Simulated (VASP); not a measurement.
# Be3Se2O in VASP: further runs, part 2 of 2

VASP 6.6.1. Earlier steps stand in the parts before.

**5. Relaxation of cell and atoms, PBE**

Input file INCAR:

```
SYSTEM = Be3Se2O
ALGO = Normal
EDIFF = 1E-6
EDIFFG = -0.01
ENCUT = 600
GGA = PE
IBRION = 2
ISIF = 3
ISMEAR = 0
LASPH = .TRUE.
LCHARG = .FALSE.
LREAL = .FALSE.
LWAVE = .FALSE.
NELM = 60
NSW = 100
PREC = Accurate
SIGMA = 0.1
```

Input file KPOINTS:

```
k-points
0
G
  12 12 8
  0 0 0
```

Input file POSCAR:

```
Be3Se2O
1.0
    4.2671835248      0.0000000000      0.0000000000
   -2.1335917624      3.6954893351      0.0000000000
    0.0000000000      0.0000000000      5.7402661105
Be Se O
3 2 1
Direct
    0.5000000000      0.0000000000      0.5000000000
    0.0000000000      0.5000000000      0.5000000000
    0.5000000000      0.5000000000      0.5000000000
    0.3333333333      0.6666666667      0.0000000000
    0.6666666667      0.3333333333      0.0000000000
    0.0000000000      0.0000000000      0.5000000000
```

Potentials or basis: VASP PAW PBE potentials, release 64 (Be, Se, O).

Launch:

```
$ cat potpaw_PBE.64/Be/POTCAR potpaw_PBE.64/Se/POTCAR potpaw_PBE.64/O/POTCAR > POTCAR
$ mpirun -np 1 vasp_std > vasp.out
```

OUTCAR:

```text
SYSTEM = Be3Se2O
   EDIFF = 1E-6
   EDIFFG = -0.01
   ENCUT = 600
   GGA = PE
   IBRION = 2
   ISIF = 3
   ISMEAR = 0
   LASPH = .TRUE.
   LREAL = .FALSE.
   NELM = 60
   NSW = 100
   PREC = Accurate

 ion  position               nearest neighbor table
   1  0.500  0.000  0.500-   6 2.13   6 2.13   2 2.13   3 2.13   3 2.13   2 2.13
   2  0.000  0.500  0.500-   3 2.13   3 2.13   6 2.13   6 2.13   1 2.13   1 2.13
   3  0.500  0.500  0.500-   2 2.13   2 2.13   6 2.13   1 2.13   1 2.13   6 2.13
   4  0.333  0.667  0.000-   5 2.46   5 2.46   5 2.46
   5  0.667  0.333  0.000-   4 2.46   4 2.46   4 2.46
   6  0.000  0.000  0.500-   1 2.13   1 2.13   3 2.13   2 2.13   2 2.13   3 2.13

  LATTYP: Found a hexagonal cell.
 ALAT       =     4.2671835248
 C/A-ratio  =     1.3452119125

  Lattice vectors:

 A1 = (   4.2671835248,   0.0000000000,   0.0000000000)
[... 397 lines left out ...]
  energy without entropy =      -21.72514891  energy(sigma->0) =      -21.73385893

 E-fermi :   3.6060     XC(G=0):  -9.2805

 val. band max:        3.6046914291   @ k =   0.2500   0.2500   0.0000
 cond. band min:       3.6120698151   @ k =   0.2500   0.0833   0.3750
 fundamental gap:      0.0073783860
 Fermi energy:         3.6060359621

 k-point     1 :       0.0000    0.0000    0.0000
  band No.  band energies     occupation
      1     -14.2394      2.00000
      2     -12.8926      2.00000
      3      -6.2663      2.00000
      4      -2.3547      2.00000
      5      -1.9583      2.00000
      6      -1.9583      2.00000
[... 433 lines left out ...]
      3      -8.8182      2.00000
      4      -2.7101      2.00000
      5      -2.5519      2.00000
      6      -1.2039      2.00000
[... 8 lines left out ...]
     15       6.7918      0.00000
     16       7.7922      0.00000

 [... further k-points ...]

------------------------ aborting loop because EDIFF is reached ----------------------------------------

  FORCE on cell =-STRESS in cart. coord.  units (eV):
  Direction    XX          YY          ZZ          XY          YZ          ZX
  --------------------------------------------------------------------------------------
  -------------------------------------------------------------------------------------
  Total        0.0223776      0.0223776     -0.0123847      0.0000000      0.0000000     -0.0000000
  in kB        0.3786298      0.3786298     -0.2095502      0.0000000      0.0000000     -0.0000000
  external PRESSURE =       0.1825698 kB  Pullay stress =       0.0000000 kB
[... 21 lines left out ...]
  FREE ENERGIE OF THE ION-ELECTRON SYSTEM (eV)
  ---------------------------------------------------
  free  energy   TOTEN  =       -21.7425689505 eV

  energy  without entropy=      -21.7251489056  energy(sigma->0) =      -21.73385893

 reached required accuracy - stopping structural energy minimisation
```

CONTCAR:

```text
Be3Se2O
   1.00000000000000
     4.2540165198939803    0.0000000000000000    0.0000000000000000
    -2.1270082599469902    3.6840863743595111   -0.0000000000000000
    -0.0000000000000000    0.0000000000000000    6.0419856154327265
  Be              Se              O
     3     2     1
Direct
     0.5000000000000000    0.0000000000000000    0.5000000000000000
     0.0000000000000000    0.5000000000000000    0.5000000000000000
     0.5000000000000000    0.5000000000000000    0.5000000000000000
     0.3333333332999970    0.6666666667000030    0.0000000000000000
     0.6666666667000030    0.3333333332999970    0.0000000000000000
     0.0000000000000000    0.0000000000000000    0.5000000000000000

  0.00000000E+00  0.00000000E+00  0.00000000E+00
  0.00000000E+00  0.00000000E+00  0.00000000E+00
  0.00000000E+00  0.00000000E+00  0.00000000E+00
  0.00000000E+00  0.00000000E+00  0.00000000E+00
  0.00000000E+00  0.00000000E+00  0.00000000E+00
  0.00000000E+00  0.00000000E+00  0.00000000E+00
```

It took 9.7 min on 1 thread of Intel Xeon 6975P-C (Granite Rapids), shared host; peak memory 0.37 GiB.

What came out:

```
Free energy                           : -21.7426 eV
Relaxed volume                        : 15.78 Å³/atom
Relaxed cell                          : a = 4.254 Å, b = 4.254 Å, c = 6.042 Å, α = 90.00°, β = 90.00°, γ = 120.00°
Space group after relaxing (to 0.1 Å) : P6/mmm (No. 191)
Energy gained by relaxing             : 1.2 meV/atom
Ionic steps                           : 13
Pressure after relaxing               : 0.0 GPa
Band gap on the k mesh                : zero (bands 12 and 13 overlap by 1.33 eV)
```

Step by step:
```csv
step,energy change (eV),largest force (eV/Å),pressure (GPa),volume (Å³)
1,0.0000,0.0000,0.54,90.52
2,-0.0011,0.0000,0.01,91.19
3,-0.0011,0.0000,0.02,91.17
4,-0.0011,0.0000,0.03,91.16
5,-0.0012,0.0000,0.04,91.22
6,-0.0016,0.0000,0.07,91.39
7,-0.0027,0.0000,0.08,91.75
8,-0.0049,0.0000,0.12,92.45
9,-0.0070,0.0000,0.28,93.84
10,-0.0072,0.0000,0.24,93.97
11,-0.0074,0.0000,0.12,94.37
12,-0.0073,0.0000,-0.11,95.17
13,-0.0074,0.0000,0.02,94.69
```

Final structure:
```xyz
6
Lattice="4.2540 0.0000 0.0000 -2.1270 3.6841 0.0000 0.0000 0.0000 6.0420" Properties=species:S:1:pos:R:3 pbc="T T T"
Be    2.1270    0.0000    3.0210
Be   -1.0635    1.8420    3.0210
Be    1.0635    1.8420    3.0210
Se    0.0000    2.4561    0.0000
Se    2.1270    1.2280    0.0000
O     0.0000    0.0000    3.0210
```

Levels at points of the mesh, in eV from the Fermi level:
```tsv
k point	band 8	band 9	band 10	band 11	band 12	band 13	band 14	band 15	band 16
(0.00, 0.00, 0.00)	-4.82	-3.97	-2.27	-1.52	-0.21	-0.21	0.27	3.36	5.37
(0.50, 0.00, 0.00)	-3.78	-3.34	-2.71	-1.87	0.02	2.10	2.91	3.34	3.72
(0.00, 0.00, 0.50)	-4.81	-3.41	-2.05	-1.87	-0.27	-0.27	1.17	1.21	4.50
(0.50, 0.00, 0.50)	-3.88	-3.10	-2.48	-0.42	0.76	1.07	2.09	2.61	3.38
```

**6. Overview**

```csv
task,spin,cell,k mesh,cutoff (eV),gap on the mesh (eV),pressure (GPa)
single point,off,"a = 4.267, b = 4.267, c = 5.740 Å, angles 90.0, 90.0, 120.0°, 6 atoms",6 × 6 × 4,520,none,0.3
single point,off,"a = 4.255, b = 4.255, c = 6.015 Å, angles 90.0, 90.0, 120.0°, 6 atoms",12 × 12 × 8,520,none,0.1
single point,"collinear, ferromagnetic start","a = 4.267, b = 4.267, c = 5.740 Å, angles 90.0, 90.0, 120.0°, 6 atoms",6 × 6 × 4,520,none,0.3
relaxation of cell and atoms,off,"relaxed from a = 4.267, b = 4.267, c = 5.740 Å, angles 90.0, 90.0, 120.0°, 6 atoms",12 × 12 × 8,600,none,0.0
```

Some of these runs hold the atoms at other places in the same cell, which the table doesn't show; runs alike in all that it shows share one row.

Alike in all rows: level PBE; potentials or basis VASP PAW PBE potentials, release 64 (Be, Se, O); smearing gaussian 0.1 eV.

Absolute energies hang on the potentials; compare differences alone.
